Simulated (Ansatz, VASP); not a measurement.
## NaCl: VASP beside Ansatz

```xyz
2
Lattice="0.0000 2.9450 2.6052 2.9450 0.0000 2.6052 2.9450 2.9450 0.0000" Properties=species:S:1:pos:R:3 pbc="T T T"
Na    0.0000    0.0000    0.0000
Cl    2.9450    2.9450    2.6052
```

Change from the starting cell: strain +0.040 along x and y, -0.080 along z, atoms carried along.

Alike in both runs: task single point; functional PBE; k mesh 8 × 8 × 8; occupations gaussian, width 0.05 eV; no spin polarisation.

|  | VASP | Ansatz |
| --- | --- | --- |
| version | VASP 6.6.1 | Ansatz 0.2.0 |
| potentials or method | VASP PAW PBE potentials, release 64 (Na_pv, Cl), cutoff 520 eV | scalar-relativistic, plane waves, PAW |
| valence electrons in the cell | 14 | 16 |

|  | VASP | Ansatz | Ansatz less VASP |
| --- | --- | --- | --- |
| gap on the k mesh at the Fermi level (eV) | 5.05 | 5.05 | 0.000 |
| least direct gap on the mesh (eV) | 5.05 | 5.05 | 0.000 |
| pressure (GPa) | 1.6 | 1.6 | +0.01 |
| traceless stress, the component that is largest in VASP (GPa) | 4.39 | 4.35 | -0.043 |

The functional is the same, so the differences come from potentials, cutoffs and numerics. VASP's potentials hold 14 valence electrons a cell and Ansatz's 16, so a difference there can come from the potentials and not from the codes.
